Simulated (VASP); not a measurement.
# NaH (P6_3/mmc) in VASP: settings compared

NaH is run at these levels: PBE, PBEsol; tasks: relaxation of cell and atoms.

Program: VASP 6.6.1. These are calculated values, not measurements. Logs are shortened: lines on timing, memory, paths and dates and some standing lists are left out, and cuts for length are marked.

## 1. The cell of the first run

The structure is hexagonal, space group P6_3/mmc (No. 194). Conventional cell: a = 2.800 Å, b = 2.800 Å, c = 4.564 Å, α = 90.00°, β = 90.00°, γ = 120.00°. Within 2.6 Å of Na (site symmetry -3m) lie 6 H at 1.98 Å and 2 Na at 2.28 Å. H (site symmetry -6m2) has 6 Na at 1.98 Å within 2.6 Å.

## 2. Relaxation of cell and atoms, PBE

The input, INCAR:

```
SYSTEM = NaH
PREC = Accurate
ENCUT = 600
EDIFF = 1E-6
ISMEAR = -1
SIGMA = 0.02
LREAL = .FALSE.
LASPH = .TRUE.
NELM = 60
ALGO = Normal
ISIF = 3
LWAVE = .FALSE.
LCHARG = .FALSE.
GGA = PE
IBRION = 2
NSW = 80
EDIFFG = -0.005
```

The input, KPOINTS:

```
Automatic mesh
0
G
  12 12 6
  0 0 0
```

The input, POSCAR:

```
NaH
1.0
    2.7996945900      0.0000000000      0.0000000000
   -1.3998472950      2.4246066378      0.0000000000
    0.0000000000      0.0000000000      4.5635021817
Na H
2 2
Direct
    0.0000000000      0.0000000000      0.0000000000
    0.0000000000      0.0000000000      0.5000000000
    0.3333333333      0.6666666667      0.2500000000
    0.6666666667      0.3333333333      0.7500000000
```

Potentials or basis: VASP PAW PBE potentials, release 64 (Na_pv, H).

Launch:

```
> cat potpaw_PBE.64/Na_pv/POTCAR potpaw_PBE.64/H/POTCAR > POTCAR
> mpirun -np 1 vasp_std > vasp.out
```

OUTCAR:

```text
SYSTEM = NaH
   PREC = Accurate
   ENCUT = 600
   EDIFF = 1E-6
   ISMEAR = -1
   LREAL = .FALSE.
   LASPH = .TRUE.
   NELM = 60
   ISIF = 3
   GGA = PE
   IBRION = 2
   NSW = 80
   EDIFFG = -0.005

 ion  position               nearest neighbor table
   1  0.000  0.000  0.000-   2 2.28   2 2.28
   2  0.000  0.000  0.500-   1 2.28   1 2.28
   3  0.333  0.667  0.250-
   4  0.667  0.333  0.750-

  LATTYP: Found a hexagonal cell.
 ALAT       =     2.7996945900
 C/A-ratio  =     1.6300000000

  Lattice vectors:

 A1 = (   2.7996945900,   0.0000000000,   0.0000000000)
 A2 = (  -1.3998472950,   2.4246066378,   0.0000000000)
 A3 = (   0.0000000000,   0.0000000000,   4.5635021817)

Analysis of symmetry for initial positions (statically):
=====================================================================
 Subroutine PRICEL returns:
 Original cell was already a primitive cell.

 Routine SETGRP: Setting up the symmetry group for a
 hexagonal supercell.

 Subroutine GETGRP returns: Found 24 space group operations
 (whereof 12 operations were pure point group operations)
 out of a pool of 24 trial point group operations.

The static configuration has the point symmetry D_3d.
 The point group associated with its full space group is D_6h.

Analysis of symmetry for dynamics (positions and initial velocities):
=====================================================================
 Subroutine PRICEL returns:
 Original cell was already a primitive cell.

 Routine SETGRP: Setting up the symmetry group for a
 hexagonal supercell.

 Subroutine GETGRP returns: Found 24 space group operations
 (whereof 12 operations were pure point group operations)
 out of a pool of 24 trial point group operations.

The dynamic configuration has the point symmetry D_3d.
 The point group associated with its full space group is D_6h.

 Subroutine INISYM returns: Found 24 space group operations
 (whereof 12 operations are pure point group operations),
 and found     1 'primitive' translations

----------------------------------------------------------------------------------------

                                     Primitive cell

  volume of cell :      30.9778

  direct lattice vectors                    reciprocal lattice vectors
     2.799694590  0.000000000  0.000000000     0.357181817  0.206219018  0.000000000
    -1.399847295  2.424606638  0.000000000     0.000000000  0.412438036  0.000000000
     0.000000000  0.000000000  4.563502182     0.000000000  0.000000000  0.219129949

  length of vectors
     2.799694590  2.799694590  4.563502182     0.412438036  0.412438036  0.219129949

  position of ions in fractional coordinates (direct lattice)
[... 72 lines left out ...]
   NGXF,Y,Z  is equivalent  to a cutoff of  28.50, 28.50, 26.23 a.u.
 SYSTEM =  NaH
   PREC   = accura    normal or accurate (medium, high low for compatibility)
   ISTART =      0    job   : 0-new  1-cont  2-samecut
   ICHARG =      2    charge: 1-file 2-atom 10-const
   ISPIN  =      1    spin polarized calculation?
   LNONCOLLINEAR =      F non collinear calculations
   LSORBIT =      F    spin-orbit coupling
   LASPH  =      T    aspherical Exc in radial PAW
   ENCUT  =  600.0 eV  44.10 Ry    6.64 a.u.   5.59  5.59  9.11*2*pi/ulx,y,z
   NELM   =     60;   NELMIN=  2; NELMDL= -5     # of ELM steps
   EDIFF  = 0.1E-05   stopping-criterion for ELM
   LREAL  =      F    real-space projection
   EDIFFG = -.5E-02   stopping-criterion for IOM
   NSW    =     80    number of steps for IOM
   IBRION =      2    ionic relax: 0-MD 1-quasi-New 2-CG
   NFREE  =      1    steps in history (QN), initial steepest desc. (CG)
   ISIF   =      3    stress and relaxation
   ISYM   =      2    0-nonsym 1-usesym 2-fastsym
   POTIM  = 0.5000    time-step for ionic-motion
   TEBEG  =    0.0;   TEEND  =   0.0 temperature during run
   PSTRESS=    0.0 pullay stress
   NELECT =      16.0000    total number of electrons
   NUPDOWN=      -1.0000    fix difference up-down
   EMIN   =  10.00;   EMAX   =-10.00  energy-range for DOS
   EFERMI =   0.00;   METHOD = LEGACY
   ISMEAR =    -1;   SIGMA  =   0.02  broadening in eV -4-tet -1-fermi 0-gaus
   EFERMI_NEDOS =   21; number of points for ismear=-14 and -15
   IALGO  =     38    algorithm
   IMIX   =      4    mixing-type and parameters
     AMIX     =   0.40;   BMIX     =  1.00
     AMIX_MAG =   1.60;   BMIX_MAG =  1.00
  volume/ion in A,a.u.               =       7.74        52.26
  Fermi-wavevector in a.u.,A,eV,Ry     =   1.313504  2.482163 23.474035  1.725293
  Thomas-Fermi vector in A             =   2.443822
   LORBIT       =      0    0 simple, 1 ext, 2 COOP (PROOUT), +10 PAW based schemes
   GGA     = PE    functional components
   LHFCALC =     F    Hartree Fock is set to
   AEXX    =    0.0000 exact exchange contribution
   IVDW    =     0    specifies the selected vdW correction
   LEPSILON=     F    determine dielectric tensor
   LRPA    =     F    only Hartree local field effects (RPA)
 conjugate gradient relaxation of ions
 non-spin polarized calculation
  energy-cutoff  :      600.00
  volume of cell :       30.98
 maximum number of plane-waves:      1053
 NGX is ok and might be reduce to    24
   NGX = 11   NGY = 11   NGZ = 19

--------------------------------------- Ionic step        1  -------------------------------------------

 number of electron      16.0000008 magnetization

 Free energy of the ion-electron system (eV)
  ---------------------------------------------------
  ext. energy  EPLUGINS =         0.00000000
  ---------------------------------------------------
  free energy    TOTEN  =        -7.74540040 eV

  energy without entropy =       -7.74540040  energy(sigma->0) =       -7.74540040

 E-fermi :   2.0728     XC(G=0): -10.0560

 val. band max:        1.6314628013   @ k =   0.2500   0.2500   0.0000
 cond. band min:       6.9058262373   @ k =   0.5000  -0.0000   0.3333
 fundamental gap:      5.2743634359
 Fermi energy:         2.0727988127
[... 836 lines left out ...]
  FREE ENERGIE OF THE ION-ELECTRON SYSTEM (eV)
  ---------------------------------------------------
  free  energy   TOTEN  =        -9.8854022013 eV

  energy  without entropy=       -9.8854022013  energy(sigma->0) =       -9.88540220

[... ionic steps 4 to 10 ...]

--------------------------------------- Ionic step       11  -------------------------------------------

 number of electron      16.0000041 magnetization

------------------------ aborting loop because EDIFF is reached ----------------------------------------
[... 71 lines left out ...]
--------------------------------------- Ionic step       13  -------------------------------------------

 number of electron      16.0000044 magnetization

 Free energy of the ion-electron system (eV)
  ---------------------------------------------------
  ext. energy  EPLUGINS =         0.00000000
  ---------------------------------------------------
  free energy    TOTEN  =        -9.95846325 eV

  energy without entropy =       -9.95846325  energy(sigma->0) =       -9.95846325

 E-fermi :  -0.5529     XC(G=0):  -7.7969

 val. band max:       -1.0676259029   @ k =   0.2500   0.2500   0.0000
 cond. band min:       2.3178320661   @ k =   0.0000   0.0000   0.0000
 fundamental gap:      3.3854579690
 Fermi energy:        -0.5528899208
[... 391 lines left out ...]
  FREE ENERGIE OF THE ION-ELECTRON SYSTEM (eV)
  ---------------------------------------------------
  free  energy   TOTEN  =        -9.9584632453 eV

  energy  without entropy=       -9.9584632453  energy(sigma->0) =       -9.95846325

 reached required accuracy - stopping structural energy minimisation
```

CONTCAR:

```text
NaH
   1.00000000000000
     3.3241271098222920    0.0000000000000000   -0.0000000000000000
    -1.6620635549111460    2.8787785225491787   -0.0000000000000000
     0.0000000000000000    0.0000000000000000    5.8424258344946765
  Na              H
     2     2
Direct
     0.0000000000000000    0.0000000000000000    0.0000000000000000
     0.0000000000000000    0.0000000000000000    0.5000000000000000
     0.3333333332999970    0.6666666667000030    0.2500000000000000
     0.6666666667000030    0.3333333332999970    0.7500000000000000

  0.00000000E+00  0.00000000E+00  0.00000000E+00
  0.00000000E+00  0.00000000E+00  0.00000000E+00
  0.00000000E+00  0.00000000E+00  0.00000000E+00
  0.00000000E+00  0.00000000E+00  0.00000000E+00
```

Run time: 5 min. Hardware: 1 thread of Intel Xeon 8259CL, shared host; peak memory 0.17 GiB.

What came out:

```yaml
Free_energy: -9.9585 eV
Relaxed_volume: 13.98 Å³/atom
Relaxed_cell: a = 3.324 Å, b = 3.324 Å, c = 5.842 Å, α = 90.00°, β = 90.00°, γ = 120.00°
Space_group_after_relaxing_to_0.1_Å: P6_3/mmc (No. 194)
Energy_gained_by_relaxing: 553.3 meV/atom
Ionic_steps: 13
Pressure_after_relaxing: 0.0 GPa
Band_gap_on_the_k_mesh: 3.39 eV (least direct gap 4.52 eV)
```

Step by step:
| step | energy change (eV) | largest force (eV/Å) | pressure (GPa) | volume (Å³) |
| --- | --- | --- | --- | --- |
| 1 | 0.0000 | 0.0000 | 43.84 | 30.98 |
| 2 | -1.7238 | 0.0000 | 13.05 | 41.47 |
| 3 | -2.1400 | 0.0000 | 4.01 | 49.70 |
| 4 | -2.0388 | 0.0000 | -3.53 | 69.26 |
| 5 | -2.2060 | 0.0000 | -0.95 | 58.12 |
| 6 | -2.2111 | 0.0000 | -0.21 | 56.38 |
| 7 | -2.2110 | 0.0000 | 0.18 | 55.77 |
| 8 | -2.2122 | 0.0000 | 0.12 | 55.71 |
| 9 | -2.2129 | 0.0000 | 0.15 | 55.63 |
| 10 | -2.2129 | 0.0000 | 0.14 | 55.61 |
| 11 | -2.2130 | 0.0000 | 0.05 | 55.78 |
| 12 | -2.2130 | 0.0000 | 0.05 | 55.82 |
| 13 | -2.2131 | 0.0000 | 0.01 | 55.91 |

Final structure:
```yaml
crystal:
  lattice:
    - [3.32413, 0.00000, 0.00000]
    - [-1.66206, 2.87878, 0.00000]
    - [0.00000, 0.00000, 5.84243]
  atoms:
    - { symbol: Na, position: [0.00000, 0.00000, 0.00000] }
    - { symbol: Na, position: [0.00000, 0.00000, 0.50000] }
    - { symbol: H, position: [0.33333, 0.66667, 0.25000] }
    - { symbol: H, position: [0.66667, 0.33333, 0.75000] }
```

Levels at points of the mesh, in eV from the valence-band top:
```tsv
k point	band 4	band 5	band 6	band 7	band 8	band 9	band 10	band 11	band 12
(0.00, 0.00, 0.00)	-22.23	-22.23	-22.21	-3.64	-1.16	3.39	10.38	11.42	13.85
(0.50, 0.00, 0.00)	-22.27	-22.24	-22.20	-0.79	-0.24	4.40	5.90	7.05	8.62
(0.00, 0.00, 0.50)	-22.24	-22.24	-22.24	-2.71	-2.71	6.60	6.60	12.00	12.00
(0.50, 0.00, 0.50)	-22.29	-22.26	-22.26	-0.48	-0.48	4.35	4.35	9.77	9.77
```

Caveat: the volume moved by over 15 % at a fixed basis, so the end points are rough. A k mesh can miss the band edges.

## 3. Relaxation of cell and atoms, PBEsol

This run uses another cell than the first one, of 14.26 Å³/atom.

The input, INCAR:

```
PREC = Accurate
ENCUT = 600
EDIFF = 1E-6
ISMEAR = -1
SIGMA = 0.02
LREAL = False
LASPH = True
NELM = 80
ALGO = Normal
ISIF = 3
LWAVE = False
LCHARG = False
GGA = PS
IBRION = 2
NSW = 80
EDIFFG = -0.005
```

The input, KPOINTS:

```
regular mesh
0
Gamma
  12 12 4
```

The input, POSCAR:

```
NaH
1.0
    3.3449972017      0.0000000000      0.0000000000
   -1.6724986009      2.8968525523      0.0000000000
    0.0000000000      0.0000000000      5.8851742200
Na H
2 2
Direct
    0.0000000000      0.0000000000      0.0000000000
    0.0000000000      0.0000000000      0.5000000000
    0.3333333333      0.6666666667      0.2500000000
    0.6666666667      0.3333333333      0.7500000000
```

Potentials or basis: VASP PAW PBE potentials, release 64 (Na_pv, H).

Launch:

```
> cat potpaw_PBE.64/Na_pv/POTCAR potpaw_PBE.64/H/POTCAR > POTCAR
> mpirun -np 1 vasp_std > vasp.out
```

Wall time 3.5 min (1 thread of Intel Xeon 8259CL, shared host); peak memory 0.21 GiB.

Results (log left out):

| Quantity | Value |
| --- | --- |
| Free energy | -9.9935 eV |
| Relaxed volume | 13.94 Å³/atom |
| Relaxed cell | a = 3.318 Å, b = 3.318 Å, c = 5.847 Å, α = 90.00°, β = 90.00°, γ = 120.00° |
| Space group after relaxing (to 0.1 Å) | P6_3/mmc (No. 194) |
| Energy gained by relaxing | 0.6 meV/atom |
| Ionic steps | 6 |
| Pressure after relaxing | 0.0 GPa |
| Band gap on the k mesh | 3.19 eV (least direct gap 4.32 eV) |

Step by step:
```csv
step,energy change (eV),largest force (eV/Å),pressure (GPa),volume (Å³)
1,0.0000,0.0000,-0.55,57.03
2,-0.0012,0.0000,-0.35,56.62
3,-0.0019,0.0000,-0.25,56.32
4,-0.0025,0.0000,0.05,55.71
5,-0.0025,0.0000,-0.09,55.82
6,-0.0025,0.0000,-0.04,55.75
```

Final structure:
```
Na H
1.0
     3.31795    0.00000    0.00000
    -1.65898    2.87343    0.00000
     0.00000    0.00000    5.84746
Na H
2 2
Direct
  0.00000 0.00000 0.00000
  0.00000 0.00000 0.50000
  0.33333 0.66667 0.25000
  0.66667 0.33333 0.75000
```

Levels at points of the mesh, in eV from the valence-band top:
| k point | band 5 | band 6 | band 7 | band 8 | band 9 | band 10 | band 11 | band 12 |
| --- | --- | --- | --- | --- | --- | --- | --- | --- |
| (0.00, 0.00, 0.00) | -22.12 | -22.10 | -3.75 | -1.23 | 3.19 | 10.37 | 11.31 | 13.67 |
| (0.50, 0.00, 0.00) | -22.14 | -22.09 | -0.83 | -0.25 | 4.22 | 5.70 | 6.84 | 8.46 |
| (0.00, 0.00, 0.50) | -22.13 | -22.13 | -2.81 | -2.81 | 6.46 | 6.46 | 11.90 | 11.90 |
| (0.50, 0.00, 0.50) | -22.15 | -22.15 | -0.50 | -0.50 | 4.15 | 4.15 | 9.63 | 9.63 |

Caveat: the PAW data sets were made with another functional, which shifts forces and pressure a little. A k mesh can miss the band edges.
